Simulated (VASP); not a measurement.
# Ga (Fd-3m) in VASP: further runs

Ga is run at these levels: PBE; tasks: single point.

All numbers are computed with VASP 6.6.1; they aren't measurements. Logs are shortened: lines on timing, memory, paths and dates and some standing lists are left out, and cuts for length are marked.

## Step 1: The cell of the first run

It takes space group Fd-3m (No. 227, cubic). Conventional cell: a = 5.878 Å, b = 5.878 Å, c = 5.878 Å, α = 90.00°, β = 90.00°, γ = 90.00°. Within 3.4 Å of Ga (site symmetry -43m) lie 4 Ga at 2.55 Å.

## Step 2: Single point, PBE

INCAR

```
PREC = Accurate
ENCUT = 520
EDIFF = 1E-6
ISMEAR = -1
SIGMA = 0.05
LREAL = False
LASPH = True
NELM = 80
ALGO = Normal
ISIF = 2
LWAVE = False
LCHARG = False
GGA = PE
NBANDS = 20
```

KPOINTS

```
regular mesh
0
Gamma
  12 12 12
```

POSCAR

```
Ga
1.0
    0.0000000000      2.9392041342      2.9392041342
    2.9392041342      0.0000000000      2.9392041342
    2.9392041342      2.9392041342      0.0000000000
Ga
2
Direct
   -0.1250000000     -0.1250000000     -0.1250000000
    0.1250000000      0.1250000000      0.1250000000
```

Potentials or basis: VASP PAW PBE potentials, release 64 (Ga_d).

The run is started by

```sh
$ cat potpaw_PBE.64/Ga_d/POTCAR > POTCAR
$ mpirun -np 1 vasp_std > vasp.out
```

OUTCAR:

```text
PREC = Accurate
   ENCUT = 520
   EDIFF = 1E-6
   ISMEAR = -1
   LREAL = False
   LASPH = True
   NELM = 80
   ISIF = 2
   GGA = PE

 ion  position               nearest neighbor table
   1  0.875  0.875  0.875-   2 2.55   2 2.55   2 2.55   2 2.55
   2  0.125  0.125  0.125-   1 2.55   1 2.55   1 2.55   1 2.55

  LATTYP: Found a face centered cubic cell.
 ALAT       =     5.8784082684

  Lattice vectors:

 A1 = (   0.0000000000,   2.9392041342,   2.9392041342)
 A2 = (   2.9392041342,   0.0000000000,   2.9392041342)
 A3 = (   2.9392041342,   2.9392041342,   0.0000000000)

Analysis of symmetry for initial positions (statically):
=====================================================================
 Subroutine PRICEL returns:
 Original cell was already a primitive cell.

 Routine SETGRP: Setting up the symmetry group for a
 face centered cubic supercell.

 Subroutine GETGRP returns: Found 48 space group operations
 (whereof 12 operations were pure point group operations)
 out of a pool of 48 trial point group operations.

The static configuration has the point symmetry D_3d.
 The point group associated with its full space group is O_h .

Analysis of symmetry for dynamics (positions and initial velocities):
=====================================================================
 Subroutine PRICEL returns:
 Original cell was already a primitive cell.

 Routine SETGRP: Setting up the symmetry group for a
 face centered cubic supercell.

 Subroutine GETGRP returns: Found 48 space group operations
 (whereof 12 operations were pure point group operations)
 out of a pool of 48 trial point group operations.

The dynamic configuration has the point symmetry D_3d.
 The point group associated with its full space group is O_h .

 Subroutine INISYM returns: Found 48 space group operations
 (whereof 12 operations are pure point group operations),
 and found     1 'primitive' translations

----------------------------------------------------------------------------------------

                                     Primitive cell

  volume of cell :      50.7831

  direct lattice vectors                    reciprocal lattice vectors
     0.000000000  2.939204134  2.939204134    -0.170114078  0.170114078  0.170114078
     2.939204134  0.000000000  2.939204134     0.170114078 -0.170114078  0.170114078
     2.939204134  2.939204134  0.000000000     0.170114078  0.170114078 -0.170114078

  length of vectors
     4.156662349  4.156662349  4.156662349     0.294646225  0.294646225  0.294646225

  position of ions in fractional coordinates (direct lattice)
     0.875000000  0.875000000  0.875000000
     0.125000000  0.125000000  0.125000000

  ion indices of the primitive-cell ions
   primitive index   ion index
                 1           1
                 2           2

----------------------------------------------------------------------------------------

 KPOINTS: regular mesh

Automatic generation of k-mesh.
 Grid dimensions read from file:
 generate k-points for:   12   12   12

 Generating k-lattice:

  Cartesian coordinates                     Fractional coordinates (reciprocal lattice)
    -0.014176173  0.014176173  0.014176173     0.083333333  0.000000000  0.000000000
     0.014176173 -0.014176173  0.014176173     0.000000000  0.083333333  0.000000000
     0.014176173  0.014176173 -0.014176173     0.000000000  0.000000000  0.083333333

  Length of vectors
     0.024553852  0.024553852  0.024553852

  Shift w.r.t. Gamma in fractional coordinates (k-lattice)
     0.000000000  0.000000000  0.000000000

 Subroutine IBZKPT returns following result:
 ===========================================

 Found     72 irreducible k-points:

 Following reciprocal coordinates:
            Coordinates               Weight
  0.000000  0.000000  0.000000      1.000000
  0.083333  0.000000  0.000000      8.000000
  0.166667  0.000000  0.000000      8.000000
  0.250000  0.000000  0.000000      8.000000
  0.333333  0.000000  0.000000      8.000000
  0.416667  0.000000  0.000000      8.000000
[... 16 lines left out ...]
  0.500000  0.166667  0.000000     24.000000
 -0.416667  0.166667  0.000000     24.000000
 [... further k-points ...]
   k-points           NKPTS =     72   k-points in BZ     NKDIM =     72   number of bands    NBANDS=     20
   number of dos      NEDOS =    301   number of ions     NIONS =      2
   total plane-waves  NPLWV =  32768
   dimension x,y,z NGX =    32 NGY =   32 NGZ =   32
   dimension x,y,z NGXF=    64 NGYF=   64 NGZF=   64
   ions per type =               2
   NGX,Y,Z   is equivalent  to a cutoff of  12.80, 12.80, 12.80 a.u.
   NGXF,Y,Z  is equivalent  to a cutoff of  25.60, 25.60, 25.60 a.u.
 SYSTEM =  unknown system
   PREC   = accura    normal or accurate (medium, high low for compatibility)
   ISTART =      0    job   : 0-new  1-cont  2-samecut
   ICHARG =      2    charge: 1-file 2-atom 10-const
   ISPIN  =      1    spin polarized calculation?
   LNONCOLLINEAR =      F non collinear calculations
   LSORBIT =      F    spin-orbit coupling
   LASPH  =      T    aspherical Exc in radial PAW
   ENCUT  =  520.0 eV  38.22 Ry    6.18 a.u.   7.73  7.73  7.73*2*pi/ulx,y,z
   NELM   =     80;   NELMIN=  2; NELMDL= -5     # of ELM steps
   EDIFF  = 0.1E-05   stopping-criterion for ELM
   LREAL  =      F    real-space projection
   EDIFFG = 0.1E-04   stopping-criterion for IOM
   NSW    =      0    number of steps for IOM
   IBRION =     -1    ionic relax: 0-MD 1-quasi-New 2-CG
   NFREE  =      0    steps in history (QN), initial steepest desc. (CG)
   ISIF   =      2    stress and relaxation
   ISYM   =      2    0-nonsym 1-usesym 2-fastsym
   POTIM  = 0.5000    time-step for ionic-motion
   TEBEG  =    0.0;   TEEND  =   0.0 temperature during run
   PSTRESS=    0.0 pullay stress
   NELECT =      26.0000    total number of electrons
   NUPDOWN=      -1.0000    fix difference up-down
   EMIN   =  10.00;   EMAX   =-10.00  energy-range for DOS
   EFERMI =   0.00;   METHOD = LEGACY
   ISMEAR =    -1;   SIGMA  =   0.05  broadening in eV -4-tet -1-fermi 0-gaus
   EFERMI_NEDOS =   21; number of points for ismear=-14 and -15
   IALGO  =     38    algorithm
   IMIX   =      4    mixing-type and parameters
     AMIX     =   0.40;   BMIX     =  1.00
     AMIX_MAG =   1.60;   BMIX_MAG =  1.00
  volume/ion in A,a.u.               =      25.39       171.35
  Fermi-wavevector in a.u.,A,eV,Ry     =   1.309663  2.474904 23.336944  1.715217
  Thomas-Fermi vector in A             =   2.440246
   LORBIT       =      0    0 simple, 1 ext, 2 COOP (PROOUT), +10 PAW based schemes
   GGA     = PE    functional components
   LHFCALC =     F    Hartree Fock is set to
   AEXX    =    0.0000 exact exchange contribution
   IVDW    =     0    specifies the selected vdW correction
   LEPSILON=     F    determine dielectric tensor
   LRPA    =     F    only Hartree local field effects (RPA)
 non-spin polarized calculation
  energy-cutoff  :      520.00
  volume of cell :       50.78
 maximum number of plane-waves:      1391
   NGX = 15   NGY = 15   NGZ = 15

 number of electron      26.0000009 magnetization

 Free energy of the ion-electron system (eV)
  ---------------------------------------------------
  ext. energy  EPLUGINS =         0.00000000
  ---------------------------------------------------
  free energy    TOTEN  =        -5.25933938 eV

  energy without entropy =       -5.24891611  energy(sigma->0) =       -5.25412774

 E-fermi :   2.5674     XC(G=0):  -9.2993

 val. band max:        2.4856936296   @ k =   0.4167   0.1667   0.0833
 cond. band min:       2.5708545475   @ k =  -0.3333   0.3333   0.0833
 fundamental gap:      0.0851609179
 Fermi energy:         2.5674216740

 k-point     1 :       0.0000    0.0000    0.0000
  band No.  band energies     occupation
      1     -12.1879      2.00000
      2     -12.1879      2.00000
      3     -12.1879      2.00000
      4     -12.1475      2.00000
      5     -12.1475      2.00000
      6     -11.8441      2.00000
[... 12 lines left out ...]
     19      10.2197      0.00000
     20      13.6134      0.00000

 k-point     2 :       0.0833    0.0000    0.0000
  band No.  band energies     occupation
      1     -12.1955      2.00000
      2     -12.1955      2.00000
      3     -12.1866      2.00000
      4     -12.1371      2.00000
      5     -12.1371      2.00000
      6     -11.8488      2.00000
[... 12 lines left out ...]
     19      10.7253      0.00000
     20      12.8548      0.00000

 k-point     3 :       0.1667    0.0000    0.0000
  band No.  band energies     occupation
      1     -12.2069      2.00000
      2     -12.2069      2.00000
      3     -12.1831      2.00000
      4     -12.1185      2.00000
      5     -12.1185      2.00000
      6     -11.8584      2.00000
[... 12 lines left out ...]
     19      11.6571      0.00000
     20      12.2785      0.00000

 k-point     4 :       0.2500    0.0000    0.0000
  band No.  band energies     occupation
      1     -12.2146      2.00000
      2     -12.2146      2.00000
      3     -12.1783      2.00000
      4     -12.1023      2.00000
      5     -12.1023      2.00000
      6     -11.8665      2.00000
[... 12 lines left out ...]
     19      11.6131      0.00000
     20      12.2979      0.00000

 k-point     5 :       0.3333    0.0000    0.0000
  band No.  band energies     occupation
      1     -12.2180      2.00000
      2     -12.2180      2.00000
      3     -12.1735      2.00000
      4     -12.0925      2.00000
      5     -12.0925      2.00000
      6     -11.8732      2.00000
[... 12 lines left out ...]
     19      12.0102      0.00000
     20      12.9899      0.00000
[... 353 lines left out ...]
      6     -11.9554      2.00000
[... 12 lines left out ...]
     19      12.9469      0.00000
     20      13.4963      0.00000

 k-point    22 :       0.4167    0.1667    0.0000
  band No.  band energies     occupation
      1     -12.2410      2.00000
      2     -12.2174      2.00000
      3     -12.1645      2.00000
      4     -12.0765      2.00000
      5     -12.0448      2.00000
      6     -11.9559      2.00000
[... 12 lines left out ...]
     19      13.1368      0.00000
     20      14.6135      0.00000

 k-point    23 :       0.5000    0.1667    0.0000
  band No.  band energies     occupation
      1     -12.2453      2.00000
      2     -12.2230      2.00000
      3     -12.1494      2.00000
      4     -12.0639      2.00000
      5     -12.0524      2.00000
      6     -11.9443      2.00000
[... 12 lines left out ...]
     19      13.0217      0.00000
     20      14.9878      0.00000

 k-point    24 :      -0.4167    0.1667    0.0000
  band No.  band energies     occupation
      1     -12.2446      2.00000
      2     -12.2283      2.00000
      3     -12.1397      2.00000
      4     -12.0677      2.00000
      5     -12.0536      2.00000
      6     -11.9264      2.00000
[... 12 lines left out ...]
     19      12.8672      0.00000
     20      13.7192      0.00000

 [... further k-points ...]
[... 5 lines left out ...]
  --------------------------------------------------------------------------------------
  -------------------------------------------------------------------------------------
  Total        0.0493570      0.0493570      0.0493570      0.0000000      0.0000000      0.0000000
  in kB        1.5571849      1.5571849      1.5571849      0.0000000      0.0000000      0.0000000
  external PRESSURE =       1.5571849 kB  Pullay stress =       0.0000000 kB

 VOLUME and BASIS-vectors are now :
 -----------------------------------------------------------------------------
  energy-cutoff  :      520.00
  volume of cell :       50.78
      direct lattice vectors                 reciprocal lattice vectors
     0.000000000  2.939204134  2.939204134    -0.170114078  0.170114078  0.170114078
     2.939204134  0.000000000  2.939204134     0.170114078 -0.170114078  0.170114078
     2.939204134  2.939204134  0.000000000     0.170114078  0.170114078 -0.170114078

 POSITION                                       TOTAL-FORCE (eV/Angst)
 -----------------------------------------------------------------------------------
      5.14361      5.14361      5.14361         0.000000     -0.000000     -0.000000
      0.73480      0.73480      0.73480        -0.000000      0.000000      0.000000
 -----------------------------------------------------------------------------------
    total drift:                                0.000000      0.000000     -0.000000

  FREE ENERGIE OF THE ION-ELECTRON SYSTEM (eV)
  ---------------------------------------------------
  free  energy   TOTEN  =        -5.2593393769 eV

  energy  without entropy=       -5.2489161106  energy(sigma->0) =       -5.25412774
```

Run time: 20 s. Hardware: 1 thread of Intel Xeon 6975P-C (Granite Rapids), shared host; peak memory 0.2 GiB.

Results:

```
Free energy            : -5.2593 eV
Pressure               : 0.2 GPa
Band gap on the k mesh : zero (band 13 reaches 5.31 eV, above the bottom of band 14 at 1.15 eV)
```

## Step 3: Single point, PBE

This run uses another cell than the first one, of 25.77 Å³/atom, 1.015 times its volume.

INCAR

```
SYSTEM = Ga
PREC = Accurate
ENCUT = 520
EDIFF = 1E-6
ISMEAR = -1
SIGMA = 0.05
LREAL = .False.
LASPH = .True.
NELM = 80
ALGO = Normal
ISIF = 2
LWAVE = .False.
LCHARG = .True.
GGA = PE
LELF = .True.
LVHAR = .True.
NBANDS = 20
```

KPOINTS

```
Automatic mesh
0
Gamma
  12 12 12
  0 0 0
```

POSCAR

```
Ga
1.0
    0.0000000000      2.9535638710      2.9535638710
    2.9535638710      0.0000000000      2.9535638710
    2.9535638710      2.9535638710      0.0000000000
Ga
2
Direct
   -0.1250000000     -0.1250000000     -0.1250000000
    0.1250000000      0.1250000000      0.1250000000
```

Potentials or basis: VASP PAW PBE potentials, release 64 (Ga_d).

The run is started by

```sh
$ cat potpaw_PBE.64/Ga_d/POTCAR > POTCAR
$ mpirun -np 1 vasp_std > vasp.out
```

Run time: 19 s. Hardware: 1 thread of Intel Xeon 6975P-C (Granite Rapids), shared host; peak memory 0.2 GiB.

It converged, with:

| Item | Value |
| --- | --- |
| Free energy | -5.2586 eV |
| Pressure | -0.4 GPa |
| Band gap on the k mesh | zero (band 13 reaches 5.18 eV, above the bottom of band 14 at 1.09 eV) |

Levels at points of the mesh, in eV from the Fermi level:
```csv
k point,band 10,band 11,band 12,band 13,band 14,band 15,band 16,band 17
"(0.00, 0.00, 0.00)",-14.37,-9.23,2.70,2.70,2.70,3.24,4.74,4.74
"(0.50, 0.00, 0.00)",-14.35,-7.12,-4.56,1.27,1.27,2.80,5.70,5.70
"(0.50, 0.50, 0.00)",-14.32,-5.47,-5.47,-0.46,-0.46,2.77,2.77,11.55
```
